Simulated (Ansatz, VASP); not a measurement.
# AlNi3 in VASP and in Ansatz

```
CELL_PARAMETERS angstrom
-0.32807 2.62933 2.62933
2.62933 -0.32807 2.62933
2.62933 2.62933 -0.32807
ATOMIC_POSITIONS crystal
Al 0.50000 0.50000 0.50000
Ni 0.25000 0.25000 0.25000
Ni 0.00000 0.00000 0.00000
Ni 0.75000 0.75000 0.75000
```

Alike in both runs: task single point; functional PBEsol; k mesh 14 × 14 × 14; occupations gaussian, width 0.15 eV; no spin polarisation.

|  | VASP | Ansatz |
| --- | --- | --- |
| version | VASP 6.6.1 | Ansatz 0.2.0 |
| potentials or method | VASP PAW PBE potentials, release 64 (Al, Ni), cutoff 520 eV | scalar-relativistic, plane waves, PAW |
| valence electrons in the cell | 33 | 57 |

Ansatz gave:

| Quantity | Value |
| --- | --- |
| gap on the k mesh at the Fermi level (eV) | none |
| pressure (GPa) | 13.1 |
| traceless stress, the component that is largest in VASP (GPa) | 26.68 |
| rms of the force components (eV/Å) | 0.157 |

Problem. Which values does VASP return?

Solution. gap on the k mesh at the Fermi level (eV): none; pressure (GPa): 13.1; traceless stress, the component that is largest in VASP (GPa): 26.50; rms of the force components (eV/Å): 0.137.

VASP's potentials were made for PBE, not for PBEsol, and Ansatz warns of the same on its side. Atom by atom the forces differ by 0.020 eV/Å (rms over components). A gap of «none» marks a metal or a gap that the smearing closes. VASP's potentials hold 33 valence electrons a cell and Ansatz's 57, so a difference there can come from the potentials and not from the codes.
